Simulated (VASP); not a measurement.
# NaCdBr3 (P4/mmm) in VASP: a series of runs

The runs below take NaCdBr3 through single point, with PBE.

Program: VASP 6.6.1. These are calculated values, not measurements. Logs are shortened: lines on timing, memory, paths and dates and some standing lists are left out, and cuts for length are marked.

## 1. The cell of the first run

Symmetry: P4/mmm, No. 123, tetragonal system. The conventional cell has a = 5.683 Å, b = 5.683 Å, c = 5.341 Å, α = 90.00°, β = 90.00°, γ = 90.00°. Within 5.1 Å of Na (site symmetry 4/mmm) lie 12 Br at 3.90 to 4.02 Å and 8 Cd at 4.82 Å. Within 3.5 Å of Cd (site symmetry 4/mmm) lie 6 Br at 2.67 to 2.84 Å. Br (site symmetry 4/mmm) has 2 Cd at 2.67 Å within 3.5 Å. Within 3.7 Å of Br (site symmetry mmm) lie 2 Cd at 2.84 Å.

## 2. Single point, PBE (epitaxial xy strain +4.0%)

File INCAR:

```
PREC = Accurate
ENCUT = 520
EDIFF = 1E-6
ISMEAR = -1
SIGMA = 0.02
LREAL = False
LASPH = True
NELM = 60
ALGO = Normal
ISIF = 2
LWAVE = False
LCHARG = False
GGA = PE
NBANDS = 28
```

File KPOINTS:

```
regular mesh
0
Gamma
  6 6 6
```

File POSCAR:

```
NaCdBr3
1.0
    5.6826349377      0.0000000000      0.0000000000
    0.0000000000      5.6826349377      0.0000000000
    0.0000000000      0.0000000000      5.3407981518
Na Cd Br
1 1 3
Direct
    0.0000000000      0.0000000000      0.0000000000
    0.5000000000      0.5000000000      0.5000000000
    0.5000000000      0.5000000000      0.0000000000
    0.5000000000      0.0000000000      0.5000000000
    0.0000000000      0.5000000000      0.5000000000
```

Potentials or basis: VASP PAW PBE potentials, release 64 (Na_pv, Cd, Br).

Run with:

```console
cat potpaw_PBE.64/Na_pv/POTCAR potpaw_PBE.64/Cd/POTCAR potpaw_PBE.64/Br/POTCAR > POTCAR
mpirun -np 1 vasp_std > vasp.out
```

OUTCAR:

```text
PREC = Accurate
   ENCUT = 520
   EDIFF = 1E-6
   ISMEAR = -1
   LREAL = False
   LASPH = True
   NELM = 60
   ISIF = 2
   GGA = PE

 ion  position               nearest neighbor table
   1  0.000  0.000  0.000-
   2  0.500  0.500  0.500-   3 2.67   3 2.67   5 2.84   4 2.84   4 2.84   5 2.84
   3  0.500  0.500  0.000-   2 2.67   2 2.67
   4  0.500  0.000  0.500-   2 2.84   2 2.84
   5  0.000  0.500  0.500-   2 2.84   2 2.84

  LATTYP: Found a simple tetragonal cell.
 ALAT       =     5.6826349377
 C/A-ratio  =     0.9398453729

  Lattice vectors:

 A1 = (   5.6826349377,   0.0000000000,   0.0000000000)
 A2 = (   0.0000000000,   5.6826349377,   0.0000000000)
 A3 = (   0.0000000000,   0.0000000000,   5.3407981518)

Analysis of symmetry for initial positions (statically):
=====================================================================
 Subroutine PRICEL returns:
 Original cell was already a primitive cell.

 Routine SETGRP: Setting up the symmetry group for a
 simple tetragonal supercell.

 Subroutine GETGRP returns: Found 16 space group operations
 (whereof 16 operations were pure point group operations)
 out of a pool of 16 trial point group operations.

The static configuration has the point symmetry D_4h.

Analysis of symmetry for dynamics (positions and initial velocities):
=====================================================================
 Subroutine PRICEL returns:
 Original cell was already a primitive cell.

 Routine SETGRP: Setting up the symmetry group for a
 simple tetragonal supercell.

 Subroutine GETGRP returns: Found 16 space group operations
 (whereof 16 operations were pure point group operations)
 out of a pool of 16 trial point group operations.

The dynamic configuration has the point symmetry D_4h.

 Subroutine INISYM returns: Found 16 space group operations
 (whereof 16 operations are pure point group operations),
 and found     1 'primitive' translations

----------------------------------------------------------------------------------------

                                     Primitive cell

  volume of cell :     172.4669

  direct lattice vectors                    reciprocal lattice vectors
     5.682634938  0.000000000  0.000000000     0.175974704  0.000000000  0.000000000
     0.000000000  5.682634938  0.000000000     0.000000000  0.175974704  0.000000000
     0.000000000  0.000000000  5.340798152     0.000000000  0.000000000  0.187237932

  length of vectors
     5.682634938  5.682634938  5.340798152     0.175974704  0.175974704  0.187237932

  position of ions in fractional coordinates (direct lattice)
     0.000000000  0.000000000  0.000000000
     0.500000000  0.500000000  0.500000000
     0.500000000  0.500000000  0.000000000
     0.500000000  0.000000000  0.500000000
     0.000000000  0.500000000  0.500000000

  ion indices of the primitive-cell ions
   primitive index   ion index
                 1           1
                 2           2
                 3           3
                 4           4
                 5           5

----------------------------------------------------------------------------------------

 KPOINTS: regular mesh

Automatic generation of k-mesh.
 Grid dimensions read from file:
 generate k-points for:    6    6    6

 Generating k-lattice:

  Cartesian coordinates                     Fractional coordinates (reciprocal lattice)
     0.029329117  0.000000000  0.000000000     0.166666667  0.000000000  0.000000000
     0.000000000  0.029329117  0.000000000     0.000000000  0.166666667  0.000000000
     0.000000000  0.000000000  0.031206322     0.000000000  0.000000000  0.166666667

  Length of vectors
     0.029329117  0.029329117  0.031206322

  Shift w.r.t. Gamma in fractional coordinates (k-lattice)
     0.000000000  0.000000000  0.000000000

 Subroutine IBZKPT returns following result:
 ===========================================

 Found     40 irreducible k-points:

 Following reciprocal coordinates:
            Coordinates               Weight
  0.000000  0.000000  0.000000      1.000000
  0.166667  0.000000  0.000000      4.000000
  0.333333  0.000000  0.000000      4.000000
  0.500000  0.000000  0.000000      2.000000
  0.166667  0.166667  0.000000      4.000000
  0.333333  0.166667  0.000000      8.000000
[... 16 lines left out ...]
  0.333333  0.000000  0.333333      8.000000
  0.500000  0.000000  0.333333      4.000000
 [... further k-points ...]
   k-points           NKPTS =     40   k-points in BZ     NKDIM =     40   number of bands    NBANDS=     28
   number of dos      NEDOS =    301   number of ions     NIONS =      5
   total plane-waves  NPLWV =  70560
   dimension x,y,z NGX =    42 NGY =   42 NGZ =   40
   dimension x,y,z NGXF=    84 NGYF=   84 NGZF=   80
   ions per type =               1   1   3
   NGX,Y,Z   is equivalent  to a cutoff of  12.29, 12.29, 12.45 a.u.
   NGXF,Y,Z  is equivalent  to a cutoff of  24.57, 24.57, 24.90 a.u.
 SYSTEM =  unknown system
   PREC   = accura    normal or accurate (medium, high low for compatibility)
   ISTART =      0    job   : 0-new  1-cont  2-samecut
   ICHARG =      2    charge: 1-file 2-atom 10-const
   ISPIN  =      1    spin polarized calculation?
   LNONCOLLINEAR =      F non collinear calculations
   LSORBIT =      F    spin-orbit coupling
   LASPH  =      T    aspherical Exc in radial PAW
   ENCUT  =  520.0 eV  38.22 Ry    6.18 a.u.  10.57 10.57  9.93*2*pi/ulx,y,z
   NELM   =     60;   NELMIN=  2; NELMDL= -5     # of ELM steps
   EDIFF  = 0.1E-05   stopping-criterion for ELM
   LREAL  =      F    real-space projection
   EDIFFG = 0.1E-04   stopping-criterion for IOM
   NSW    =      0    number of steps for IOM
   IBRION =     -1    ionic relax: 0-MD 1-quasi-New 2-CG
   NFREE  =      0    steps in history (QN), initial steepest desc. (CG)
   ISIF   =      2    stress and relaxation
   ISYM   =      2    0-nonsym 1-usesym 2-fastsym
   POTIM  = 0.5000    time-step for ionic-motion
   TEBEG  =    0.0;   TEEND  =   0.0 temperature during run
   PSTRESS=    0.0 pullay stress
   NELECT =      40.0000    total number of electrons
   NUPDOWN=      -1.0000    fix difference up-down
   EMIN   =  10.00;   EMAX   =-10.00  energy-range for DOS
   EFERMI =   0.00;   METHOD = LEGACY
   ISMEAR =    -1;   SIGMA  =   0.02  broadening in eV -4-tet -1-fermi 0-gaus
   EFERMI_NEDOS =   21; number of points for ismear=-14 and -15
   IALGO  =     38    algorithm
   IMIX   =      4    mixing-type and parameters
     AMIX     =   0.40;   BMIX     =  1.00
     AMIX_MAG =   1.60;   BMIX_MAG =  1.00
  volume/ion in A,a.u.               =      34.49       232.77
  Fermi-wavevector in a.u.,A,eV,Ry     =   1.005834  1.900750 13.765039  1.011702
  Thomas-Fermi vector in A             =   2.138538
   LORBIT       =      0    0 simple, 1 ext, 2 COOP (PROOUT), +10 PAW based schemes
   GGA     = PE    functional components
   LHFCALC =     F    Hartree Fock is set to
   AEXX    =    0.0000 exact exchange contribution
   IVDW    =     0    specifies the selected vdW correction
   LEPSILON=     F    determine dielectric tensor
   LRPA    =     F    only Hartree local field effects (RPA)
 non-spin polarized calculation
  energy-cutoff  :      520.00
  volume of cell :      172.47
 maximum number of plane-waves:      4680
   NGX = 21   NGY = 21   NGZ = 19

 number of electron      39.9999964 magnetization

 Free energy of the ion-electron system (eV)
  ---------------------------------------------------
  ext. energy  EPLUGINS =         0.00000000
  ---------------------------------------------------
  free energy    TOTEN  =       -11.79243925 eV

  energy without entropy =      -11.79243925  energy(sigma->0) =      -11.79243925

 E-fermi :  -0.6144     XC(G=0):  -7.4607

 val. band max:       -0.9798440415   @ k =   0.5000   0.5000   0.5000
 cond. band min:      -0.2732752574   @ k =   0.0000   0.0000   0.0000
 fundamental gap:      0.7065687841
 Fermi energy:        -0.6143714216

 k-point     1 :       0.0000    0.0000    0.0000
  band No.  band energies     occupation
      1     -24.6963      2.00000
      2     -24.6963      2.00000
      3     -24.6946      2.00000
      4     -14.5522      2.00000
      5     -14.0201      2.00000
      6     -13.8953      2.00000
[... 20 lines left out ...]
     27       7.0925      0.00000
     28       7.8271      0.00000

 k-point     2 :       0.1667    0.0000    0.0000
  band No.  band energies     occupation
      1     -24.6964      2.00000
      2     -24.6963      2.00000
      3     -24.6946      2.00000
      4     -14.5347      2.00000
      5     -14.0136      2.00000
      6     -13.9036      2.00000
[... 20 lines left out ...]
     27       7.1931      0.00000
     28       7.8420      0.00000

 k-point     3 :       0.3333    0.0000    0.0000
  band No.  band energies     occupation
      1     -24.6964      2.00000
      2     -24.6963      2.00000
      3     -24.6946      2.00000
      4     -14.4988      2.00000
      5     -13.9937      2.00000
      6     -13.9278      2.00000
[... 20 lines left out ...]
     27       7.1145      0.00000
     28       7.4682      0.00000

 k-point     4 :       0.5000    0.0000    0.0000
  band No.  band energies     occupation
      1     -24.6964      2.00000
      2     -24.6963      2.00000
      3     -24.6946      2.00000
      4     -14.4803      2.00000
      5     -13.9639      2.00000
      6     -13.9600      2.00000
[... 20 lines left out ...]
     27       7.6389      0.00000
     28       7.7000      0.00000

 k-point     5 :       0.1667    0.1667    0.0000
  band No.  band energies     occupation
      1     -24.6964      2.00000
      2     -24.6964      2.00000
      3     -24.6946      2.00000
      4     -14.5179      2.00000
      5     -14.0075      2.00000
      6     -13.9105      2.00000
[... 20 lines left out ...]
     27       7.4903      0.00000
     28       7.9147      0.00000

 k-point     6 :       0.3333    0.1667    0.0000
  band No.  band energies     occupation
      1     -24.6964      2.00000
      2     -24.6964      2.00000
      3     -24.6946      2.00000
      4     -14.4834      2.00000
      5     -13.9890      2.00000
      6     -13.9307      2.00000
[... 463 lines left out ...]
      5     -14.0928      2.00000
      6     -13.8912      2.00000
[... 20 lines left out ...]
     27       7.3711      0.00000
     28       7.7821      0.00000

 k-point    22 :       0.1667    0.0000    0.3333
  band No.  band energies     occupation
      1     -24.6963      2.00000
      2     -24.6963      2.00000
      3     -24.6947      2.00000
      4     -14.3671      2.00000
      5     -14.0782      2.00000
      6     -13.8995      2.00000
[... 20 lines left out ...]
     27       7.4527      0.00000
     28       7.5102      0.00000

 k-point    23 :       0.3333    0.0000    0.3333
  band No.  band energies     occupation
      1     -24.6964      2.00000
      2     -24.6963      2.00000
      3     -24.6947      2.00000
      4     -14.3455      2.00000
      5     -14.0380      2.00000
      6     -13.9250      2.00000
[... 20 lines left out ...]
     27       7.0496      0.00000
     28       7.3615      0.00000

 k-point    24 :       0.5000    0.0000    0.3333
  band No.  band energies     occupation
      1     -24.6964      2.00000
      2     -24.6963      2.00000
      3     -24.6947      2.00000
      4     -14.3355      2.00000
      5     -14.0009      2.00000
      6     -13.9536      2.00000
[... 20 lines left out ...]
     27       6.9657      0.00000
     28       7.2853      0.00000

 [... further k-points ...]

------------------------ aborting loop because EDIFF is reached ----------------------------------------

  FORCE on cell =-STRESS in cart. coord.  units (eV):
  Direction    XX          YY          ZZ          XY          YZ          ZX
  --------------------------------------------------------------------------------------
  -------------------------------------------------------------------------------------
  Total       -1.0848041     -1.0848041      1.0134743      0.0000000     -0.0000000      0.0000000
  in kB      -10.0775793    -10.0775793      9.4149419      0.0000000     -0.0000000      0.0000000
  external PRESSURE =      -3.5800722 kB  Pullay stress =       0.0000000 kB

 VOLUME and BASIS-vectors are now :
 -----------------------------------------------------------------------------
  energy-cutoff  :      520.00
  volume of cell :      172.47
      direct lattice vectors                 reciprocal lattice vectors
     5.682634938  0.000000000  0.000000000     0.175974704  0.000000000  0.000000000
     0.000000000  5.682634938  0.000000000     0.000000000  0.175974704  0.000000000
     0.000000000  0.000000000  5.340798152     0.000000000  0.000000000  0.187237932

 POSITION                                       TOTAL-FORCE (eV/Angst)
 -----------------------------------------------------------------------------------
      0.00000      0.00000      0.00000         0.000000      0.000000      0.000000
      2.84132      2.84132      2.67040         0.000000      0.000000      0.000000
      2.84132      2.84132      0.00000         0.000000      0.000000      0.000000
      2.84132      0.00000      2.67040         0.000000      0.000000      0.000000
      0.00000      2.84132      2.67040         0.000000      0.000000      0.000000
 -----------------------------------------------------------------------------------
    total drift:                                0.000000     -0.000000     -0.000000

  FREE ENERGIE OF THE ION-ELECTRON SYSTEM (eV)
  ---------------------------------------------------
  free  energy   TOTEN  =       -11.7924392533 eV

  energy  without entropy=      -11.7924392530  energy(sigma->0) =      -11.79243925
```

Run time: 6.4 min. Hardware: 1 thread of AMD EPYC, shared host; peak memory 0.32 GiB.

Results:

| Quantity | Value |
| --- | --- |
| Free energy | -11.7924 eV |
| Pressure | -0.4 GPa |
| Band gap on the k mesh | 0.71 eV (least direct gap 1.20 eV) |

Caveat: the cell differs from its parent crystal (epitaxial xy strain +4.0%); semilocal functionals underestimate gaps, and a narrow one can read as zero. A k mesh can miss the band edges.

## 3. Single point, PBE (epitaxial xy strain +5.0%)

File INCAR:

```
PREC     = Accurate       # precision mode
ENCUT    = 520            # plane-wave cutoff, eV
EDIFF    = 1E-6           # SCF threshold, eV
ISMEAR   = -1             # smearing method
SIGMA    = 0.02           # smearing width, eV
LREAL    = False          # projectors in reciprocal space
LASPH    = True           # aspherical terms in the spheres
NELM     = 80             # most SCF steps
ALGO     = Normal         # electronic algorithm
ISIF     = 2              # what is computed and relaxed
LWAVE    = False          # write WAVECAR
LCHARG   = True           # write CHGCAR
GGA      = PE             # functional
LELF     = True           # ELF
LVHAR    = True         
NBANDS   = 28             # bands
```

File KPOINTS:

```
Automatic mesh
0
Gamma
  6 6 6
```

POSCAR, as its differences from that of step 2:

```diff
@@ -2,5 +2,5 @@
 1.0
-    5.6826349377      0.0000000000      0.0000000000
-    0.0000000000      5.6826349377      0.0000000000
-    0.0000000000      0.0000000000      5.3407981518
+    5.7372756583      0.0000000000      0.0000000000
+    0.0000000000      5.7372756583      0.0000000000
+    0.0000000000      0.0000000000      5.3150034004
 Na Cd Br
```

Potentials or basis: VASP PAW PBE potentials, release 64 (Na_pv, Cd, Br).

Run with:

```console
cat potpaw_PBE.64/Na_pv/POTCAR potpaw_PBE.64/Cd/POTCAR potpaw_PBE.64/Br/POTCAR > POTCAR
mpirun -np 1 vasp_std > vasp.out
```

OUTCAR:

```text
PREC = Accurate
   ENCUT = 520
   EDIFF = 1E-6
   ISMEAR = -1
   LREAL = False
   LASPH = True
   NELM = 80
   ISIF = 2
   GGA = PE

 ion  position               nearest neighbor table
   1  0.000  0.000  0.000-
   2  0.500  0.500  0.500-   3 2.66   3 2.66   5 2.87   4 2.87   4 2.87   5 2.87
   3  0.500  0.500  0.000-   2 2.66   2 2.66
   4  0.500  0.000  0.500-   2 2.87   2 2.87
   5  0.000  0.500  0.500-   2 2.87   2 2.87

  LATTYP: Found a simple tetragonal cell.
[... 946 lines left out ...]
  --------------------------------------------------------------------------------------
  -------------------------------------------------------------------------------------
  Total       -1.4968141     -1.4968141      1.0292449      0.0000000     -0.0000000      0.0000000
  in kB      -13.7076642    -13.7076642      9.4257155      0.0000000     -0.0000000      0.0000000
  external PRESSURE =      -5.9965376 kB  Pullay stress =       0.0000000 kB

 VOLUME and BASIS-vectors are now :
 -----------------------------------------------------------------------------
  energy-cutoff  :      520.00
  volume of cell :      174.95
      direct lattice vectors                 reciprocal lattice vectors
     5.737275658  0.000000000  0.000000000     0.174298754  0.000000000  0.000000000
     0.000000000  5.737275658  0.000000000     0.000000000  0.174298754  0.000000000
     0.000000000  0.000000000  5.315003400     0.000000000  0.000000000  0.188146634

 POSITION                                       TOTAL-FORCE (eV/Angst)
 -----------------------------------------------------------------------------------
      0.00000      0.00000      0.00000         0.000000      0.000000      0.000000
      2.86864      2.86864      2.65750         0.000000      0.000000      0.000000
      2.86864      2.86864      0.00000         0.000000      0.000000      0.000000
      2.86864      0.00000      2.65750         0.000000      0.000000      0.000000
      0.00000      2.86864      2.65750         0.000000      0.000000      0.000000
 -----------------------------------------------------------------------------------
    total drift:                                0.000000     -0.000000     -0.000000

  FREE ENERGIE OF THE ION-ELECTRON SYSTEM (eV)
  ---------------------------------------------------
  free  energy   TOTEN  =       -11.7628682255 eV

  energy  without entropy=      -11.7628682250  energy(sigma->0) =      -11.76286823
```

Wall time 5.7 min (1 thread of AMD EPYC, shared host); peak memory 0.36 GiB.

Results:

* Free energy: -11.7629 eV
* Pressure: -0.6 GPa
* Band gap on the k mesh: 0.69 eV (least direct gap 1.16 eV)

Stress tensor (GPa, compression positive):
```
-1.37  0.00  0.00
 0.00 -1.37  0.00
 0.00  0.00  0.94
```

Levels at points of the mesh, in eV from the valence-band top:
```
           k point  band 18  band 19  band 20  band 21  band 22  band 23
(0.00, 0.00, 0.00)    -0.53    -0.47    -0.47     0.69     3.21     7.10
(0.50, 0.00, 0.00)    -0.75    -0.54    -0.53     3.15     4.58     5.56
(0.50, 0.50, 0.00)    -0.73    -0.22    -0.11     4.65     5.00     6.05
(0.00, 0.00, 0.50)    -0.77    -0.54    -0.54     4.05     4.91     5.47
(0.50, 0.00, 0.50)    -0.80    -0.07    -0.04     4.90     5.37     5.83
(0.50, 0.50, 0.50)    -0.03    -0.03     0.00     3.97     5.16     5.16
```

Caveat: the cell differs from its parent crystal (epitaxial xy strain +5.0%); semilocal functionals underestimate gaps, and a narrow one can read as zero.
